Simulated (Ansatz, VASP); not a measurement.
## One calculation of ZnGe2N2, two programs

```
CELL_PARAMETERS angstrom
3.04648 0.00000 0.00000
-1.52324 2.63833 0.00000
0.00000 0.00000 9.39500
ATOMIC_POSITIONS crystal
Zn 0.00000 0.00000 0.00000
Ge 0.33333 0.66667 0.24781
Ge 0.66667 0.33333 0.75219
N 0.33333 0.66667 0.67630
N 0.66667 0.33333 0.32370
```

Change from the starting cell: species swapped into the MgAl2Si2 type (P-3m1, No. 164).

Alike in both runs: functional PBE; k mesh 6 × 6 × 4; occupations gaussian, width 0.1 eV; no spin polarisation.

Ansatz relaxed the structure, and its values are those at the end. VASP's run is a single point on that final structure, the one shown.

|  | VASP | Ansatz |
| --- | --- | --- |
| version | VASP 6.6.1 | Ansatz 0.2.0 |
| potentials or method | VASP PAW PBE potentials, release 64 (Zn, Ge_d, N), cutoff 520 eV | scalar-relativistic, plane waves, PAW |
| valence electrons in the cell | 50 | 50 |

```tsv
	VASP	Ansatz	Ansatz less VASP
gap on the k mesh at the Fermi level (eV)	none	none	-
pressure (GPa)	-0.1	0.0	+0.14
rms of the force components (eV/Å)	0.013	0.001	-0.0125
```

A gap of «none» marks a metal or a gap that the smearing closes. The functional is the same, so the differences come from potentials, cutoffs and numerics.

The k mesh is coarse, so the values compare programs but aren't converged.
